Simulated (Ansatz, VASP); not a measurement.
One calculation of Gd, two programs

```
CELL_PARAMETERS angstrom
-1.99763 1.99763 1.99763
1.99763 -1.99763 1.99763
1.99763 1.99763 -1.99763
ATOMIC_POSITIONS crystal
Gd 0.00000 0.00000 0.00000
```

Change from the starting cell: volume scaled by 0.96.

Alike in both runs: task single point; functional PBE; k mesh 9 × 9 × 9; occupations fermi-dirac, width 0.05 eV; collinear spin.

```csv
,VASP,Ansatz
version,VASP 6.6.1,Ansatz 0.2.0
potentials or method,"VASP PAW PBE potentials, release 64 (Gd), cutoff 520 eV","all-electron LAPW, scalar-relativistic"
```

```csv
,VASP,Ansatz,Ansatz less VASP
gap on the k mesh at the Fermi level (eV),none,none,-
pressure (GPa),1.6,1.4,-0.21
net moment per atom (μB),7.58,7.58,-0.006
size of the moment on the site where the two differ most (μB),7.00,7.42,+0.420
```

Site moments also hang on the region over which each program counts them. A gap of «none» marks a metal or a gap that the smearing closes. Ansatz ran all-electron here, and VASP with PAW potentials.

Neither program's run includes spin-orbit coupling. Noted on Ansatz's run: the open f shell may have settled in a state that isn't the lowest.
